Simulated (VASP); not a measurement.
MgO: single point with r2SCAN

MgO:

```xyz
2
Lattice="0.0000 2.2540 1.9159 2.2540 0.0000 1.9159 2.2540 2.2540 0.0000" Properties=species:S:1:pos:R:3 pbc="T T T"
Mg    0.0000    0.0000    0.0000
O     2.2540    2.2540    1.9159
```

This cell differs from its parent crystal: ratio of the length along z to the lengths across it x 0.85, volume and fractional coordinates fixed.

```yaml
Program: VASP 6.6.1
Task: single point
Functional: r2SCAN
Potentials_or_basis: VASP PAW PBE potentials, release 64 (Mg, O)
Cutoff: 520 eV
k_mesh: 10 × 10 × 10
Occupations: gaussian, width 0.05 eV
Spin: no spin polarisation
Dipole_correction: no
Further_INCAR_settings: ALGO = Normal; EDIFF = 1e-07; NBANDS = 11
```

* Pressure: 0.9 GPa
* Band gap on the k mesh: 4.92 eV

Stress tensor (GPa, compression positive):
```
-12.49   0.00   0.00
  0.00 -12.49   0.00
  0.00   0.00  27.80
```

Levels at points of the mesh, in eV from the valence-band top:
```csv
k point,band 2,band 3,band 4,band 5,band 6,band 7
"(0.00, 0.00, 0.00)",-0.44,0.00,0.00,4.92,16.27,16.27
"(0.50, 0.00, 0.00)",-4.53,-0.93,-0.70,8.29,13.00,15.29
"(0.50, 0.50, 0.00)",-3.60,-1.89,-1.89,8.81,10.83,15.19
"(0.50, 0.00, 0.50)",-4.22,-1.64,-0.73,10.62,10.73,12.97
```

It took 2.4 min on 1 thread of Intel Xeon 8259CL, on a shared host, peak memory 0.16 GiB.

Caveat: the PAW data sets were made with another functional, which shifts forces and pressure a little.
